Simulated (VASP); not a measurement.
Here is a VASP 6.6.1 calculation.

INCAR

```
PREC = Accurate
ENCUT = 520
EDIFF = 1E-7
ISMEAR = 0
SIGMA = 0.01
LREAL = False
LASPH = True
NELM = 60
ALGO = Normal
ISIF = 2
LWAVE = False
LCHARG = False
GGA = PS
NBANDS = 31
```

KPOINTS

```
Automatic mesh
0
Gamma
  4 4 6
```

POSCAR

```
HfO2
1.0
    4.8768762144      0.0000000000      0.0000000000
    0.0000000000      4.8768762144      0.0000000000
    0.0000000000      0.0000000000      3.2475967658
Hf O
2 4
Direct
    0.0000000000      0.0000000000      0.0000000000
    0.5000000000      0.5000000000      0.5000000000
    0.1949551200      0.8050448800      0.5000000000
    0.3050448800      0.3050448800      0.0000000000
    0.6949551200      0.6949551200      0.0000000000
    0.8050448800      0.1949551200      0.5000000000
```

Potentials or basis: VASP PAW PBE potentials, release 64 (Hf_pv, O).

Launch:

```bash
$ cat potpaw_PBE.64/Hf_pv/POTCAR potpaw_PBE.64/O/POTCAR > POTCAR
$ mpirun -np 1 vasp_std > vasp.out
```

Q: Predict the largest force.

A: 0.151 eV/Å.

Q: Estimate the band gap on the k mesh.

A: 3.72 eV, direct.

Q: Estimate the pressure.

A: -9.3 GPa.

Forces on the atoms (eV/Å):
```
Hf   0.000  0.000  0.000
Hf   0.000  0.000  0.000
O   -0.107  0.107  0.000
O    0.107  0.107  0.000
O   -0.107 -0.107  0.000
O    0.107 -0.107  0.000
```

Caveat: the PAW data sets were made with another functional, which shifts forces and pressure a little; spin-orbit coupling is left out, which moves the levels of the heavy elements. A hybrid or GW would open this gap; PBEsol tends to underestimate it.
